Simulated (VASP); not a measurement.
# SnO2 in VASP: single point with PBEsol

Aim: the single point of SnO2 with PBEsol.

Everything below comes from runs of VASP 6.6.1. Logs are shortened: lines on timing, memory, paths and dates and some standing lists are left out, and cuts for length are marked.

## (1) The cell of the first run

The cell holds a slab with vacuum, 24 atoms: a = 3.212 Å, b = 6.744 Å, c = 27.182 Å, α = 90.00°, β = 90.00°, γ = 90.00°.

## (2) Single point, PBEsol

Contents of INCAR:

```
PREC     = Accurate       # precision mode
ENCUT    = 520            # plane-wave cutoff, eV
EDIFF    = 1E-6           # SCF threshold, eV
ISMEAR   = 0              # smearing method
SIGMA    = 0.05           # smearing width, eV
LREAL    = False          # projectors in reciprocal space
LASPH    = True           # aspherical terms in the spheres
NELM     = 120            # most SCF steps
ALGO     = Normal         # electronic algorithm
ISIF     = 2              # what is computed and relaxed
LWAVE    = False          # write WAVECAR
LCHARG   = False          # write CHGCAR
LDIPOL   = True         
IDIPOL   = 3            
DIPOL    = 0.5 0.5 0.483
GGA      = PS             # functional
NBANDS   = 122            # bands
GGA_COMPAT= False        
NELMDL   = -8
```

Contents of KPOINTS:

```
Automatic mesh
0
Gamma
  8 4 1
```

Contents of POSCAR:

```
SnO2
1.0
    3.2120684289      0.0000000000      0.0000000000
    0.0000000000      6.7443406099      0.0000000000
    0.0000000000      0.0000000000     27.1821439912
Sn O
8 16
Direct
    0.0000000000      0.5000000000      0.2759164252
    0.5000000000      0.0000000000      0.2759164252
    0.0000000000      0.0000000000      0.3999747153
    0.5000000000      0.5000000000      0.3999747153
    0.0000000000      0.5000000000      0.5240330054
    0.5000000000      0.0000000000      0.5240330054
    0.0000000000      0.0000000000      0.6480912955
    0.5000000000      0.5000000000      0.6480912955
    0.5000000000      0.3062765059      0.2759164252
    0.5000000000      0.6937234941      0.2759164252
    0.0000000000      0.0000000000      0.3239824361
    0.0000000000      0.5000000000      0.3519087045
    0.5000000000      0.8062765059      0.3999747153
    0.5000000000      0.1937234941      0.3999747153
    0.0000000000      0.5000000000      0.4480407262
    0.0000000000      0.0000000000      0.4759669946
    0.5000000000      0.3062765059      0.5240330054
    0.5000000000      0.6937234941      0.5240330054
    0.0000000000      0.0000000000      0.5720990163
    0.0000000000      0.5000000000      0.6000252847
    0.5000000000      0.8062765059      0.6480912955
    0.5000000000      0.1937234941      0.6480912955
    0.0000000000      0.5000000000      0.6961573064
    0.0000000000      0.0000000000      0.7240835748
```

Potentials or basis: VASP PAW PBE potentials, release 64 (Sn_d, O).

On the command line:

```sh
$ cat potpaw_PBE.64/Sn_d/POTCAR potpaw_PBE.64/O/POTCAR > POTCAR
$ mpirun -np 1 vasp_std > vasp.out
```

OUTCAR:

```text
PREC = Accurate
   ENCUT = 520
   EDIFF = 1E-6
   ISMEAR = 0
   LREAL = False
   LASPH = True
   NELM = 120
   ISIF = 2
   GGA = PS
   NELMDL = -8

 ion  position               nearest neighbor table
   1  0.000  0.500  0.276-  12 2.07  10 2.07   9 2.07   9 2.07  10 2.07   4 3.74   4 3.74   2 3.74
                             2 3.74   2 3.74   2 3.74
   2  0.500  0.000  0.276-   9 2.07  10 2.07  11 2.07  11 2.07   3 3.74   3 3.74   1 3.74   1 3.74
                             1 3.74   1 3.74
   3  0.000  0.000  0.400-  11 2.07  16 2.07  14 2.07  13 2.07  13 2.07  14 2.07   2 3.74   2 3.74
                             6 3.74   6 3.74   4 3.74   4 3.74   4 3.74   4 3.74
   4  0.500  0.500  0.400-  13 2.07  14 2.07  12 2.07  12 2.07  15 2.07  15 2.07   1 3.74   1 3.74
                             5 3.74   5 3.74   3 3.74   3 3.74   3 3.74   3 3.74
   5  0.000  0.500  0.524-  15 2.07  20 2.07  18 2.07  17 2.07  17 2.07  18 2.07   4 3.74   8 3.74
                             4 3.74   8 3.74   6 3.74   6 3.74   6 3.74   6 3.74
   6  0.500  0.000  0.524-  17 2.07  18 2.07  16 2.07  16 2.07  19 2.07  19 2.07   3 3.74   7 3.74
                             3 3.74   7 3.74   5 3.74   5 3.74   5 3.74   5 3.74
   7  0.000  0.000  0.648-  19 2.07  24 2.07  22 2.07  21 2.07  21 2.07  22 2.07   6 3.74   6 3.74
                             8 3.74   8 3.74   8 3.74   8 3.74
   8  0.500  0.500  0.648-  21 2.07  22 2.07  20 2.07  20 2.07  23 2.07  23 2.07   5 3.74   5 3.74
                             7 3.74   7 3.74   7 3.74   7 3.74
   9  0.500  0.306  0.276-   2 2.07   1 2.07   1 2.07
  10  0.500  0.694  0.276-   2 2.07   1 2.07   1 2.07
  11  0.000  0.000  0.324-   3 2.07   2 2.07   2 2.07
  12  0.000  0.500  0.352-   1 2.07   4 2.07   4 2.07
  13  0.500  0.806  0.400-   4 2.07   3 2.07   3 2.07
  14  0.500  0.194  0.400-   4 2.07   3 2.07   3 2.07
  15  0.000  0.500  0.448-   5 2.07   4 2.07   4 2.07
  16  0.000  0.000  0.476-   3 2.07   6 2.07   6 2.07
  17  0.500  0.306  0.524-   6 2.07   5 2.07   5 2.07
  18  0.500  0.694  0.524-   6 2.07   5 2.07   5 2.07
  19  0.000  0.000  0.572-   7 2.07   6 2.07   6 2.07
  20  0.000  0.500  0.600-   5 2.07   8 2.07   8 2.07
  21  0.500  0.806  0.648-   8 2.07   7 2.07   7 2.07
  22  0.500  0.194  0.648-   8 2.07   7 2.07   7 2.07
  23  0.000  0.500  0.696-   8 2.07   8 2.07
  24  0.000  0.000  0.724-   7 2.07

  LATTYP: Found a simple orthorhombic cell.
 ALAT       =     3.2120684289
 B/A-ratio  =     2.0996877119
 C/A-ratio  =     8.4625046424

  Lattice vectors:

 A1 = (   3.2120684289,   0.0000000000,   0.0000000000)
 A2 = (   0.0000000000,   6.7443406099,   0.0000000000)
 A3 = (   0.0000000000,   0.0000000000,  27.1821439912)

Analysis of symmetry for initial positions (statically):
=====================================================================
 Subroutine PRICEL returns:
 Original cell was already a primitive cell.

[... 174 lines left out ...]
     AMIX     =   0.40;   BMIX     =  1.00
     AMIX_MAG =   1.60;   BMIX_MAG =  1.00
  volume/ion in A,a.u.               =      24.54       165.57
  Fermi-wavevector in a.u.,A,eV,Ry     =   1.157248  2.186882 18.221249  1.339224
  Thomas-Fermi vector in A             =   2.293862
   LORBIT       =      0    0 simple, 1 ext, 2 COOP (PROOUT), +10 PAW based schemes
   GGA     = PS    functional components
   LHFCALC =     F    Hartree Fock is set to
   AEXX    =    0.0000 exact exchange contribution
   IVDW    =     0    specifies the selected vdW correction
   LEPSILON=     F    determine dielectric tensor
   LRPA    =     F    only Hartree local field effects (RPA)
 non-spin polarized calculation
 Gauss-broadening in eV      SIGMA  =   0.05
  energy-cutoff  :      520.00
  volume of cell :      588.85
 maximum number of plane-waves:     15948
 NGX is ok and might be reduce to    24
   NGX = 11   NGY = 25   NGZ =101

 dipolmoment           0.000000      0.000000     -0.160569 electrons x Angstroem

 number of electron     208.0000037 magnetization

 dipolmoment           0.000000      0.000000      0.677605 electrons x Angstroem

 Free energy of the ion-electron system (eV)
  ---------------------------------------------------
  ext. energy  EPLUGINS =         0.00000000
  ---------------------------------------------------
  free energy    TOTEN  =      -149.79521242 eV

  energy without entropy =     -149.76570482  energy(sigma->0) =     -149.78045862

 E-fermi :  -0.1134     XC(G=0):  -6.2355

 val. band max:       -0.1152309972   @ k =   0.2500   0.2500   0.0000
 cond. band min:      -0.1088209104   @ k =   0.3750   0.2500   0.0000
 fundamental gap:      0.0064100869
 Fermi energy:        -0.1133864704

 k-point     1 :       0.0000    0.0000    0.0000
  band No.  band energies     occupation
      1     -23.0779      2.00000
      2     -22.3329      2.00000
      3     -22.3303      2.00000
      4     -22.2621      2.00000
      5     -22.1788      2.00000
      6     -22.1565      2.00000
[... 1774 lines left out ...]
    115       6.2329      0.00000
    116       6.4193      0.00000
 [bands above 116 left out]

------------------------ aborting loop because EDIFF is reached ----------------------------------------

 vacuum level on the upper side and lower side of the slab       (xc-potential included)         2.754        -2.785

  FORCE on cell =-STRESS in cart. coord.  units (eV):
  Direction    XX          YY          ZZ          XY          YZ          ZX
  --------------------------------------------------------------------------------------
  -------------------------------------------------------------------------------------
  Total        3.0376204     10.4564447      1.0814573      0.0000000      0.0000000      0.0000000
  in kB        8.2648711     28.4502859      2.9424696      0.0000000      0.0000000      0.0000000
  external PRESSURE =      13.2192089 kB  Pullay stress =       0.0000000 kB

 VOLUME and BASIS-vectors are now :
 -----------------------------------------------------------------------------
  energy-cutoff  :      520.00
  volume of cell :      588.85
      direct lattice vectors                 reciprocal lattice vectors
     3.212068429  0.000000000  0.000000000     0.311325871  0.000000000  0.000000000
     0.000000000  6.744340610  0.000000000     0.000000000  0.148272464  0.000000000
     0.000000000  0.000000000 27.182143991     0.000000000  0.000000000  0.036788857

 POSITION                                       TOTAL-FORCE (eV/Angst)
 -----------------------------------------------------------------------------------
      0.00000      3.37217      7.50000        -0.000000      0.000000      2.195829
      1.60603      0.00000      7.50000        -0.000000      0.000000     -0.073419
      0.00000      0.00000     10.87217        -0.000000      0.000000      1.096927
      1.60603      3.37217     10.87217        -0.000000      0.000000      0.913717
      0.00000      3.37217     14.24434        -0.000000      0.000000      0.938746
      1.60603      0.00000     14.24434        -0.000000      0.000000      0.630747
[... 16 lines left out ...]
      0.00000      3.37217     18.92305        -0.000000      0.000000     -0.403156
      0.00000      0.00000     19.68214        -0.000000      0.000000     -0.260542
 -----------------------------------------------------------------------------------
    total drift:                                0.000000      0.000000     -0.000784

  FREE ENERGIE OF THE ION-ELECTRON SYSTEM (eV)
  ---------------------------------------------------
  free  energy   TOTEN  =      -149.7952124183 eV

  energy  without entropy=     -149.7657048164  energy(sigma->0) =     -149.78045862

 vacuum level on the upper side and lower side of the slab         9.376         3.718
```

stdout:

```text
POSCAR found type information on POSCAR SnO
 POSCAR found :  2 types and      24 ions
 scaLAPACK will be used
 -----------------------------------------------------------------------------
|                                                                             |
|                                                                             |
|     You have a (more or less) 'large supercell' and for larger cells it     |
|     might be more efficient to use real-space projection operators.         |
|     Therefore, try LREAL= Auto in the INCAR file.                           |
|     Mind: For very accurate calculation, you might also keep the            |
|     reciprocal projection scheme (i.e. LREAL=.FALSE.).                      |
|                                                                             |
 -----------------------------------------------------------------------------

 -----------------------------------------------------------------------------
|                                                                             |
|                                                                             |
|     You enforced a specific xc type in the INCAR file but a different       |
|     I HOPE YOU KNOW WHAT YOU ARE DOING!                                     |
|                                                                             |
 -----------------------------------------------------------------------------

 LDA part: xc-table for (Slater+PW92), standard interpolation
 POSCAR, INCAR and KPOINTS ok, starting setup
 FFT: planning ... GRIDC
 FFT: planning ... GRID_SOFT
 FFT: planning ... GRID
 WAVECAR not read
 entering main loop
```

It took 50 min on 1 thread of Intel Xeon 6975P-C (Granite Rapids), shared host; peak memory 0.99 GiB.

Results:

| Property | Result |
| --- | --- |
| Free energy | -149.7952 eV |
| Largest force | 2.196 eV/Å |
| Band gap on the k mesh | zero (bands 104 and 105 overlap by 0.11 eV) |

Forces on the atoms (eV/Å):
```
Sn   0.000  0.000  2.196
Sn   0.000  0.000 -0.073
Sn   0.000  0.000  1.097
Sn   0.000  0.000  0.914
Sn   0.000  0.000  0.939
Sn   0.000  0.000  0.631
Sn   0.000  0.000  1.159
Sn   0.000  0.000  1.573
O    0.000  1.085 -0.941
O    0.000 -1.085 -0.941
O    0.000  0.000 -0.383
O    0.000  0.000 -0.763
O    0.000 -0.053 -0.320
O    0.000  0.053 -0.320
O    0.000  0.000 -0.558
O    0.000  0.000 -0.580
O    0.000 -0.101 -0.282
O    0.000  0.101 -0.282
O    0.000  0.000 -0.438
O    0.000  0.000 -1.101
O    0.000 -0.020 -0.430
O    0.000  0.020 -0.430
O    0.000  0.000 -0.403
O    0.000  0.000 -0.261
```

Levels at points of the mesh, in eV from the Fermi level:
| k point | band 101 | band 102 | band 103 | band 104 | band 105 | band 106 | band 107 | band 108 |
| --- | --- | --- | --- | --- | --- | --- | --- | --- |
| (0.00, 0.00, 0.00) | -0.50 | -0.44 | 0.02 | 0.06 | 0.16 | 0.24 | 1.11 | 2.48 |
| (0.50, 0.00, 0.00) | -0.36 | -0.35 | -0.20 | -0.02 | 0.05 | 0.69 | 1.81 | 3.94 |
| (0.00, 0.50, 0.00) | -0.47 | -0.44 | -0.40 | -0.15 | -0.05 | 0.16 | 2.42 | 2.56 |
| (0.50, 0.50, 0.00) | -0.37 | -0.27 | -0.17 | -0.03 | 0.88 | 1.01 | 1.88 | 4.66 |

Caveat: the PAW data sets were made with another functional, which shifts forces and pressure a little; spin-orbit coupling is left out, which moves the levels of the heavy elements.
